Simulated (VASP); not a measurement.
The system is Pd.

```xyz
1
Lattice="-1.5723 1.5723 1.5723 1.5723 -1.5723 1.5723 1.5723 1.5723 -1.5723" Properties=species:S:1:pos:R:3 pbc="T T T"
Pd    0.0000    0.0000    0.0000
```

- Program: VASP 6.6.1
- Task: relaxation of cell and atoms
- Functional: PBEsol
- Potentials or basis: VASP PAW PBE potentials, release 64 (Pd)
- Cutoff: 500 eV
- k mesh: 8 × 8 × 8
- Occupations: gaussian, width 0.1 eV
- Spin: no spin polarisation

At the start: pressure -9.8 GPa; volume 15.55 Å³/atom.

Question: Where does the relaxation end?

Answer: Over 3 steps the energy falls by 28.5 meV/atom and the volume is 14.69 Å³/atom (-5.5 %); space group Im-3m (No. 229, to 0.05 Å).

The path:
```
step  energy change (eV)  largest force (eV/Å)  pressure (GPa)  volume (Å³)
   1              0.0000                0.0000           -9.81        15.55
   2              0.0407                0.0000           20.70        13.50
   3             -0.0285                0.0000           -0.25        14.69
```

Final structure:
```
Pd
1.0
    -1.54290    1.54290    1.54290
     1.54290   -1.54290    1.54290
     1.54290    1.54290   -1.54290
Pd
1
Direct
  0.00000 0.00000 0.00000
```

Caveat: the PAW data sets were made with another functional, which shifts forces and pressure a little.
